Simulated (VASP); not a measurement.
Set up this calculation in VASP 6.6.1, as the native input.

| Item | Value |
| --- | --- |
| Task | single point |
| Functional | BLYP |
| Dispersion | D3(BJ) |
| Potentials or basis | VASP PAW PBE potentials, release 64 (Ga_d, N) |
| Cutoff | 520 eV |
| k mesh | 10 × 10 × 10 |
| Occupations | fermi-dirac, width 0.05 eV |
| Spin | no spin polarisation |
| Dipole correction | no |
| Further INCAR settings | ALGO = Normal; EDIFF = 1e-07; NBANDS = 16 |

The structure of GaN lies in POSCAR:

```
GaN
1.0
    0.0000000000      2.2684248875      2.2684248875
    2.2684248875      0.0000000000      2.2684248875
    2.2684248875      2.2684248875      0.0000000000
Ga N
1 1
Direct
    0.0000000000      0.0000000000      0.0000000000
    0.2500000000      0.2500000000      0.2500000000
```

These files were run (other wordings do the same):

INCAR

```
PREC = Accurate
ENCUT = 520
EDIFF = 1E-7
ISMEAR = -1
SIGMA = 0.05
LREAL = False
LASPH = True
NELM = 100
ALGO = Normal
ISIF = 2
LWAVE = False
LCHARG = True
GGA = B5
ALDAX = 1.0
AGGAX = 1.0
AGGAC = 1.0
ALDAC = 0.0
IVDW = 12
VDW_S6 = 1.0
VDW_S8 = 2.6996
VDW_A1 = 0.4298
VDW_A2 = 4.2359
LELF = True
LVHAR = True
NBANDS = 16
```

KPOINTS

```
Automatic mesh
0
Gamma
  10 10 10
```

Potentials or basis: VASP PAW PBE potentials, release 64 (Ga_d, N).

Command:

```console
$ cat potpaw_PBE.64/Ga_d/POTCAR potpaw_PBE.64/N/POTCAR > POTCAR
$ mpirun -np 1 vasp_std > vasp.out
```

It gave:

```
Pressure                   : 0.2 GPa
Band gap on the k mesh     : 1.68 eV, direct
Dispersion energy per atom : -0.549 eV
```

Caveat: the PAW data sets were made with another functional, which shifts forces and pressure a little.

Run time: 11 s on 1 thread of Intel(R) Xeon(R) 6975P-C (Granite Rapids), with other jobs on the host, peak memory 0.15 GiB.
